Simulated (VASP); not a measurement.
Wanted: the native input for a VASP 6.6.1 run.

```
Task                   : single point
Functional             : PBE
Potentials or basis    : VASP PAW PBE potentials, release 64 (Zn, S)
Cutoff                 : 520 eV
k mesh                 : 10 × 10 × 10
Occupations            : gaussian, width 0.01 eV
Spin                   : no spin polarisation
Dipole correction      : no
Further INCAR settings : ALGO = Normal; EDIFF = 1e-06; NBANDS = 16
```

The structure of ZnS lies in POSCAR:

```
ZnS
1.0
    0.0000000000      2.6561769250      2.6561769250
    2.6561769250      0.0000000000      2.6561769250
    2.6561769250      2.6561769250      0.0000000000
Zn S
1 1
Direct
    0.0000000000      0.0000000000      0.0000000000
    0.7500000000      0.7500000000      0.7500000000
```

These files were run (other wordings do the same):

INCAR

```
ALGO = Normal
EDIFF = 1E-6
ENCUT = 520
GGA = PE
ISIF = 2
ISMEAR = 0
LASPH = T
LCHARG = T
LELF = T
LREAL = F
LVHAR = T
LWAVE = F
NBANDS = 16
NELM = 100
PREC = Accurate
SIGMA = 0.01
```

KPOINTS

```
k-points
0
Gamma
  10 10 10
```

Potentials or basis: VASP PAW PBE potentials, release 64 (Zn, S).

The run is started by

```console
$ cat potpaw_PBE.64/Zn/POTCAR potpaw_PBE.64/S/POTCAR > POTCAR
$ mpirun -np 1 vasp_std > vasp.out
```

Results of the run:

* Pressure: 6.1 GPa
* Band gap on the k mesh: 2.34 eV, direct

Run time: 19 s on 1 thread of Intel(R) Xeon(R) Platinum 8488C (Sapphire Rapids), on a shared host, peak memory 0.17 GiB.
